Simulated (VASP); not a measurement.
PbSe:

```
CELL_PARAMETERS angstrom
3.44496 0.00000 0.00000
0.00000 3.44496 0.00000
0.00000 0.00000 3.44496
ATOMIC_POSITIONS crystal
Pb 0.00000 0.00000 0.00000
Se 0.50000 0.50000 0.50000
```

| Item | Value |
| --- | --- |
| Program | VASP 6.6.1 |
| Task | relaxation of cell and atoms |
| Functional | PBEsol |
| Potentials or basis | VASP PAW PBE potentials, release 64 (Pb_d, Se) |
| Cutoff | 600 eV |
| k mesh | 6 × 6 × 6 |
| Occupations | fermi-dirac, width 0.03 eV |
| Spin | no spin polarisation |

At the start: pressure 20.7 GPa; volume 20.44 Å³/atom.

Q: How do energy, volume and symmetry change on relaxing?

A: Over 5 steps the energy falls by 256.5 meV/atom and the volume is 25.36 Å³/atom (+24.1 %); space group Pm-3m (No. 221, to 0.1 Å) before and after.

Step by step:
| step | energy change (eV) | largest force (eV/Å) | pressure (GPa) | volume (Å³) |
| --- | --- | --- | --- | --- |
| 1 | 0.0000 | 0.0000 | 20.73 | 40.88 |
| 2 | -0.3492 | 0.0000 | -5.80 | 58.62 |
| 3 | -0.5131 | 0.0000 | 0.08 | 50.67 |
| 4 | -0.5130 | 0.0000 | -0.15 | 50.88 |
| 5 | -0.5131 | 0.0000 | 0.02 | 50.72 |

Final structure:
```xyz
2
Lattice="3.7017 0.0000 0.0000 0.0000 3.7017 0.0000 0.0000 0.0000 3.7017" Properties=species:S:1:pos:R:3 pbc="T T T"
Pb    0.0000    0.0000    3.7017
Se    1.8509    1.8509    1.8509
```

Caveat: the volume moved by over 15 % at a fixed basis, so the end points are rough; the PAW data sets were made with another functional, which shifts forces and pressure a little.
